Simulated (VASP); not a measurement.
# W (Fm-3m) in VASP: a series of runs

Runs on W. Level: PBEsol. Tasks: relaxation of cell and atoms.

All numbers are computed with VASP 6.6.1; they aren't measurements. Logs are shortened: lines on timing, memory, paths and dates and some standing lists are left out, and cuts for length are marked.

## 1. The cell of the first run

It takes space group Fm-3m (No. 225, cubic). Conventional cell: a = 4.060 Å, b = 4.060 Å, c = 4.060 Å, α = 90.00°, β = 90.00°, γ = 90.00°. Within 3.8 Å of W (site symmetry m-3m) lie 12 W at 2.87 Å.

## 2. Relaxation of cell and atoms, PBEsol, target pressure 10 GPa, at which the enthalpy is minimised

Contents of INCAR:

```
  ALGO = Normal
  EDIFF = 1E-6
  EDIFFG = -0.02
  ENCUT = 600
  GGA = PS
  IBRION = 2
  ISIF = 3
  ISMEAR = 1
  LASPH = True
  LCHARG = False
  LREAL = False
  LWAVE = False
  NELM = 80
  NSW = 50
  PREC = Accurate
  PSTRESS = 100.0
  SIGMA = 0.1
```

Contents of KPOINTS:

```
k-points
0
Gamma
  14 14 14
```

Contents of POSCAR:

```
W
1.0
    0.0000000000      2.0300000000      2.0300000000
    2.0300000000      0.0000000000      2.0300000000
    2.0300000000      2.0300000000      0.0000000000
W
1
Direct
    0.0000000000      0.0000000000      0.0000000000
```

Potentials or basis: VASP PAW PBE potentials, release 64 (W_sv).

On the command line:

```
> cat potpaw_PBE.64/W_sv/POTCAR > POTCAR
> mpirun -np 1 vasp_std > vasp.out
```

OUTCAR:

```text
EDIFF = 1E-6
   EDIFFG = -0.02
   ENCUT = 600
   GGA = PS
   IBRION = 2
   ISIF = 3
   ISMEAR = 1
   LASPH = True
   LREAL = False
   NELM = 80
   NSW = 50
   PREC = Accurate
   PSTRESS = 100.0

 ion  position               nearest neighbor table
   1  0.000  0.000  0.000-

  LATTYP: Found a face centered cubic cell.
 ALAT       =     4.0600000000

  Lattice vectors:

 A1 = (   0.0000000000,   2.0300000000,   2.0300000000)
 A2 = (   2.0300000000,   0.0000000000,   2.0300000000)
 A3 = (   2.0300000000,   2.0300000000,   0.0000000000)

Analysis of symmetry for initial positions (statically):
=====================================================================
 Subroutine PRICEL returns:
 Original cell was already a primitive cell.

 Routine SETGRP: Setting up the symmetry group for a
 face centered cubic supercell.

 Subroutine GETGRP returns: Found 48 space group operations
 (whereof 48 operations were pure point group operations)
 out of a pool of 48 trial point group operations.

The static configuration has the point symmetry O_h .

Analysis of symmetry for dynamics (positions and initial velocities):
=====================================================================
 Subroutine PRICEL returns:
 Original cell was already a primitive cell.

 Routine SETGRP: Setting up the symmetry group for a
 face centered cubic supercell.

 Subroutine GETGRP returns: Found 48 space group operations
 (whereof 48 operations were pure point group operations)
 out of a pool of 48 trial point group operations.

The dynamic configuration has the point symmetry O_h .

 Subroutine INISYM returns: Found 48 space group operations
 (whereof 48 operations are pure point group operations),
 and found     1 'primitive' translations

----------------------------------------------------------------------------------------

                                     Primitive cell

  volume of cell :      16.7309

  direct lattice vectors                    reciprocal lattice vectors
     0.000000000  2.030000000  2.030000000    -0.246305419  0.246305419  0.246305419
     2.030000000  0.000000000  2.030000000     0.246305419 -0.246305419  0.246305419
     2.030000000  2.030000000  0.000000000     0.246305419  0.246305419 -0.246305419

  length of vectors
     2.870853532  2.870853532  2.870853532     0.426613499  0.426613499  0.426613499

  position of ions in fractional coordinates (direct lattice)
     0.000000000  0.000000000  0.000000000
[... 87 lines left out ...]
   NELECT =      14.0000    total number of electrons
   NUPDOWN=      -1.0000    fix difference up-down
   EMIN   =  10.00;   EMAX   =-10.00  energy-range for DOS
   EFERMI =   0.00;   METHOD = LEGACY
   ISMEAR =     1;   SIGMA  =   0.10  broadening in eV -4-tet -1-fermi 0-gaus
   EFERMI_NEDOS =   21; number of points for ismear=-14 and -15
   IALGO  =     38    algorithm
   IMIX   =      4    mixing-type and parameters
     AMIX     =   0.40;   BMIX     =  1.00
     AMIX_MAG =   1.60;   BMIX_MAG =  1.00
  volume/ion in A,a.u.               =      16.73       112.91
  Fermi-wavevector in a.u.,A,eV,Ry     =   1.542688  2.915258 32.380324  2.379887
  Thomas-Fermi vector in A             =   2.648457
   LORBIT       =      0    0 simple, 1 ext, 2 COOP (PROOUT), +10 PAW based schemes
   GGA     = PS    functional components
   LHFCALC =     F    Hartree Fock is set to
   AEXX    =    0.0000 exact exchange contribution
   IVDW    =     0    specifies the selected vdW correction
   LEPSILON=     F    determine dielectric tensor
   LRPA    =     F    only Hartree local field effects (RPA)
 conjugate gradient relaxation of ions
 non-spin polarized calculation
 Methfessel and Paxton  Order N= 1 SIGMA  =   0.10
  energy-cutoff  :      600.00
  volume of cell :       16.73
 maximum number of plane-waves:       568
   NGX = 11   NGY = 11   NGZ = 11

--------------------------------------- Ionic step        1  -------------------------------------------

 number of electron      14.0000002 magnetization

 Free energy of the ion-electron system (eV)
  ---------------------------------------------------
  ext. energy  EPLUGINS =         0.00000000
  ---------------------------------------------------
  free energy    TOTEN  =       -13.28241025 eV

  energy without entropy =      -13.28278630  energy(sigma->0) =      -13.28253560

------------------------ aborting loop because EDIFF is reached ----------------------------------------

  FORCE on cell =-STRESS in cart. coord.  units (eV):
  Direction    XX          YY          ZZ          XY          YZ          ZX
  --------------------------------------------------------------------------------------
  -------------------------------------------------------------------------------------
  Total       -1.2748777     -1.2748777     -1.2748777      0.0000000     -0.0000000      0.0000000
  in kB     -122.0846328   -122.0846328   -122.0846328      0.0000000     -0.0000000      0.0000000
  external PRESSURE =    -222.0846328 kB  Pullay stress =     100.0000000 kB
[... 135 lines left out ...]
--------------------------------------- Ionic step        5  -------------------------------------------

 number of electron      13.9999998 magnetization

 Free energy of the ion-electron system (eV)
  ---------------------------------------------------
  ext. energy  EPLUGINS =         0.00000000
  ---------------------------------------------------
  free energy    TOTEN  =       -13.29593712 eV

  energy without entropy =      -13.29584176  energy(sigma->0) =      -13.29590534

 E-fermi :  11.0419     XC(G=0): -13.8659

 val. band max:       11.0329353749   @ k =  -0.1429   0.0714   0.0000
 cond. band min:      11.0659869369   @ k =   0.2143   0.1429   0.0714
 fundamental gap:      0.0330515620
 Fermi energy:        11.0419365696

 k-point     1 :       0.0000    0.0000    0.0000
  band No.  band energies     occupation
      1     -62.4466      2.00000
      2     -25.9946      2.00000
      3     -25.9946      2.00000
      4     -25.9946      2.00000
      5       1.7959      2.00000
      6      10.4496      2.00000
      7      10.4496      2.00000
      8      10.4496      2.00000
      9      13.8205      0.00000
     10      13.8205      0.00000
     11      23.9788      0.00000
[... 309 lines left out ...]
 k-point    24 :       0.2857    0.1429    0.0000
  band No.  band energies     occupation
      1     -62.3656      2.00000
      2     -26.7030      2.00000
      3     -26.1847      2.00000
      4     -26.1709      2.00000
      5       4.6665      2.00000
      6       8.6008      2.00000
      7      10.6384      2.00000
      8      11.7017     -0.00000
      9      13.1880      0.00000
     10      14.9597      0.00000
     11      26.0767      0.00000

 [... further k-points ...]
[... 5 lines left out ...]
  --------------------------------------------------------------------------------------
  -------------------------------------------------------------------------------------
  Total        0.9685903      0.9685903      0.9685903      0.0000000      0.0000000      0.0000000
  in kB       99.8975912     99.8975912     99.8975912      0.0000000      0.0000000      0.0000000
  external PRESSURE =      -0.1024088 kB  Pullay stress =     100.0000000 kB
[... 20 lines left out ...]
  energy  without entropy=      -13.2958417610  energy(sigma->0) =      -13.29590534

  enthalpy is  TOTEN    =       -12.3263538547 eV   P V=        0.9695832702

 reached required accuracy - stopping structural energy minimisation
```

CONTCAR:

```text
W
   1.00000000000000
     0.0000000000000000    1.9804105596508568    1.9804105596508568
     1.9804105596508568   -0.0000000000000000    1.9804105596508568
     1.9804105596508568    1.9804105596508568    0.0000000000000000
  W
     1
Direct
     0.0000000000000000    0.0000000000000000    0.0000000000000000

  0.00000000E+00  0.00000000E+00  0.00000000E+00
```

Wall time 37 s (1 thread of AMD EPYC 9R45 (Zen 5), shared host); peak memory 0.13 GiB.

What came out:

- Free energy: -13.2959 eV
- Relaxed volume: 15.53 Å³/atom
- Relaxed cell: a = 2.801 Å, b = 2.801 Å, c = 2.801 Å, α = 60.00°, β = 60.00°, γ = 60.00°
- Space group after relaxing (to 0.05 Å): Fm-3m (No. 225)
- Energy change on relaxing (the enthalpy is what falls): -13.5 meV/atom
- Ionic steps: 5
- Pressure after relaxing: 10.0 GPa
- Band gap on the k mesh: zero (band 7 reaches 14.48 eV, above the bottom of band 8 at 10.45 eV)

The path:
| step | energy change (eV) | largest force (eV/Å) | pressure (GPa) | volume (Å³) |
| --- | --- | --- | --- | --- |
| 1 | 0.0000 | 0.0000 | -12.21 | 16.73 |
| 2 | 1.7773 | 0.0000 | 173.24 | 11.72 |
| 3 | -0.0210 | 0.0000 | 6.90 | 15.68 |
| 4 | -0.0156 | 0.0000 | 9.23 | 15.57 |
| 5 | -0.0135 | 0.0000 | 9.99 | 15.53 |

Final structure:
```
W
1.0
     0.00000    1.98041    1.98041
     1.98041    0.00000    1.98041
     1.98041    1.98041    0.00000
W
1
Direct
  0.00000 0.00000 0.00000
```

Levels at points of the mesh, in eV from the Fermi level:
```
           k point  band 4  band 5  band 6  band 7  band 8  band 9  band 10  band 11
(0.00, 0.00, 0.00)  -37.04   -9.25   -0.59   -0.59   -0.59    2.78     2.78    12.94
(0.50, 0.00, 0.00)  -37.22   -5.87   -0.85   -0.85    0.88    5.48     5.48    11.17
(0.50, 0.50, 0.00)  -37.54   -5.86   -4.83    3.44    5.44    6.29     6.29    12.27
```

Caveat: the cell is relaxed towards a set pressure, so the enthalpy falls and the energy may rise; the PAW data sets were made with another functional, which shifts forces and pressure a little; spin-orbit coupling is left out, which moves the levels of the heavy elements.

## 3. Relaxation of cell and atoms, PBEsol, target pressure 20 GPa, at which the enthalpy is minimised

Contents of INCAR:

```
PREC = Accurate
ENCUT = 600
EDIFF = 1E-6
ISMEAR = 1
SIGMA = 0.1
LREAL = False
LASPH = True
NELM = 80
ALGO = Normal
ISIF = 3
LWAVE = False
LCHARG = False
GGA = PS
IBRION = 2
NSW = 50
EDIFFG = -0.02
PSTRESS = 200.0
```

Contents of KPOINTS:

```
Automatic mesh
0
Gamma
  14 14 14
```

POSCAR is that of step 2.

Potentials or basis: VASP PAW PBE potentials, release 64 (W_sv).

On the command line:

```
> cat potpaw_PBE.64/W_sv/POTCAR > POTCAR
> mpirun -np 1 vasp_std > vasp.out
```

OUTCAR:

```text
PREC = Accurate
   ENCUT = 600
   EDIFF = 1E-6
   ISMEAR = 1
   LREAL = False
   LASPH = True
   NELM = 80
   ISIF = 3
   GGA = PS
   IBRION = 2
   NSW = 50
   EDIFFG = -0.02
   PSTRESS = 200.0

 ion  position               nearest neighbor table
   1  0.000  0.000  0.000-

  LATTYP: Found a face centered cubic cell.
 ALAT       =     4.0600000000

  Lattice vectors:

 A1 = (   0.0000000000,   2.0300000000,   2.0300000000)
 A2 = (   2.0300000000,   0.0000000000,   2.0300000000)
 A3 = (   2.0300000000,   2.0300000000,   0.0000000000)

Analysis of symmetry for initial positions (statically):
=====================================================================
 Subroutine PRICEL returns:
 Original cell was already a primitive cell.

 Routine SETGRP: Setting up the symmetry group for a
 face centered cubic supercell.

 Subroutine GETGRP returns: Found 48 space group operations
 (whereof 48 operations were pure point group operations)
 out of a pool of 48 trial point group operations.

The static configuration has the point symmetry O_h .

[... 166 lines left out ...]
  -------------------------------------------------------------------------------------
  Total       -1.2748777     -1.2748777     -1.2748777      0.0000000     -0.0000000      0.0000000
  in kB     -122.0846328   -122.0846328   -122.0846328      0.0000000     -0.0000000      0.0000000
  external PRESSURE =    -322.0846328 kB  Pullay stress =     200.0000000 kB
[... 135 lines left out ...]
--------------------------------------- Ionic step        5  -------------------------------------------

 number of electron      14.0000000 magnetization

 Free energy of the ion-electron system (eV)
  ---------------------------------------------------
  ext. energy  EPLUGINS =         0.00000000
  ---------------------------------------------------
  free energy    TOTEN  =       -13.25656719 eV

  energy without entropy =      -13.25590476  energy(sigma->0) =      -13.25634638

 E-fermi :  11.4372     XC(G=0): -14.0234

 val. band max:       11.4179134681   @ k =   0.5000   0.3571   0.0714
 cond. band min:      11.4477594430   @ k =   0.2143   0.1429   0.0714
 fundamental gap:      0.0298459749
 Fermi energy:        11.4372309133

 k-point     1 :       0.0000    0.0000    0.0000
  band No.  band energies     occupation
      1     -61.9992      2.00000
      2     -25.5015      2.00000
      3     -25.5015      2.00000
      4     -25.5015      2.00000
      5       2.0547      2.00000
      6      10.8076      2.00000
      7      10.8076      2.00000
      8      10.8076      2.00000
      9      14.3136      0.00000
     10      14.3136      0.00000
     11      24.4054      0.00000
[... 309 lines left out ...]
 k-point    24 :       0.2857    0.1429    0.0000
  band No.  band energies     occupation
      1     -61.9075      2.00000
      2     -26.2793      2.00000
      3     -25.7094      2.00000
      4     -25.6944      2.00000
      5       4.9974      2.00000
      6       8.8985      2.00000
      7      10.9959      2.00000
      8      12.1079     -0.00000
      9      13.6542      0.00000
     10      15.4954      0.00000
     11      26.6515      0.00000

 [... further k-points ...]
[... 5 lines left out ...]
  --------------------------------------------------------------------------------------
  -------------------------------------------------------------------------------------
  Total        1.8873307      1.8873307      1.8873307     -0.0000000     -0.0000000      0.0000000
  in kB      200.1055542    200.1055542    200.1055542     -0.0000000     -0.0000000      0.0000000
  external PRESSURE =       0.1055542 kB  Pullay stress =     200.0000000 kB
[... 20 lines left out ...]
  energy  without entropy=      -13.2559047635  energy(sigma->0) =      -13.25634638

  enthalpy is  TOTEN    =       -11.3702319926 eV   P V=        1.8863351955

 reached required accuracy - stopping structural energy minimisation
```

CONTCAR:

```text
W
   1.00000000000000
     0.0000000000000000    1.9622597078483692    1.9622597078483692
     1.9622597078483692   -0.0000000000000000    1.9622597078483692
     1.9622597078483692    1.9622597078483692    0.0000000000000000
  W
     1
Direct
     0.0000000000000000    0.0000000000000000    0.0000000000000000

  0.00000000E+00  0.00000000E+00  0.00000000E+00
```

Wall time 37 s (1 thread of AMD EPYC 9R45 (Zen 5), shared host); peak memory 0.14 GiB.

What came out:

* Free energy: -13.2566 eV
* Relaxed volume: 15.11 Å³/atom
* Relaxed cell: a = 2.775 Å, b = 2.775 Å, c = 2.775 Å, α = 60.00°, β = 60.00°, γ = 60.00°
* Space group after relaxing (to 0.05 Å): Fm-3m (No. 225)
* Energy change on relaxing (the enthalpy is what falls): +25.8 meV/atom
* Ionic steps: 5
* Pressure after relaxing: 20.0 GPa
* Band gap on the k mesh: zero (band 7 reaches 15.06 eV, above the bottom of band 8 at 10.81 eV)

Step by step:
| step | energy change (eV) | largest force (eV/Å) | pressure (GPa) | volume (Å³) |
| --- | --- | --- | --- | --- |
| 1 | 0.0000 | 0.0000 | -12.21 | 16.73 |
| 2 | 4.8878 | 0.0000 | 381.41 | 9.84 |
| 3 | -0.0030 | 0.0000 | 13.29 | 15.39 |
| 4 | 0.0143 | 0.0000 | 17.57 | 15.21 |
| 5 | 0.0258 | 0.0000 | 20.01 | 15.11 |

Final structure:
```
W
1.0
     0.00000    1.96226    1.96226
     1.96226    0.00000    1.96226
     1.96226    1.96226    0.00000
W
1
Cartesian
  0.0000 0.0000 0.0000
```

Levels at points of the mesh, in eV from the Fermi level:
| k point | band 3 | band 4 | band 5 | band 6 | band 7 | band 8 | band 9 | band 10 | band 11 |
| --- | --- | --- | --- | --- | --- | --- | --- | --- | --- |
| (0.00, 0.00, 0.00) | -36.94 | -36.94 | -9.38 | -0.63 | -0.63 | -0.63 | 2.88 | 2.88 | 12.97 |
| (0.50, 0.00, 0.00) | -37.14 | -37.14 | -6.03 | -0.90 | -0.90 | 0.99 | 5.69 | 5.69 | 11.62 |
| (0.50, 0.50, 0.00) | -37.48 | -37.48 | -6.06 | -5.02 | 3.63 | 5.65 | 6.54 | 6.54 | 12.52 |

Caveat: the cell is relaxed towards a set pressure, so the enthalpy falls and the energy may rise; the PAW data sets were made with another functional, which shifts forces and pressure a little; spin-orbit coupling is left out, which moves the levels of the heavy elements.
